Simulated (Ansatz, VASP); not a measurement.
**TiSi2 in VASP and in Ansatz**

```
Ti Si
1.0
     3.38977    0.00000    0.00000
     0.00000    3.38977    0.00000
     0.00000    0.00000    4.86826
Ti Si
1 2
Direct
  0.00000 0.00000 0.50000
  0.50000 0.50000 0.00000
  0.00000 0.00000 0.00000
```

Alike in both runs: task relaxation of cell and atoms; functional PBE; k mesh 14 × 14 × 10; occupations gaussian, width 0.1 eV; no spin polarisation.

|  | VASP | Ansatz |
| --- | --- | --- |
| version | VASP 6.6.1 | Ansatz 0.2.0 |
| potentials or method | VASP PAW PBE potentials, release 64 (Ti_sv, Si), cutoff 600 eV | scalar-relativistic, plane waves, PAW |
| valence electrons in the cell | 20 | 20 |

|  | VASP | Ansatz | Ansatz less VASP |
| --- | --- | --- | --- |
| gap on the k mesh at the Fermi level, each at its own relaxed structure (eV) | none | none | - |
| relaxed volume (Å³/atom) | 18.64 | 18.64 | +0.003 |
| relaxed cell length with the largest relative difference (Å) | 4.850 | 4.849 | -0.0014 |

A gap of «none» marks a metal or a gap that the smearing closes.
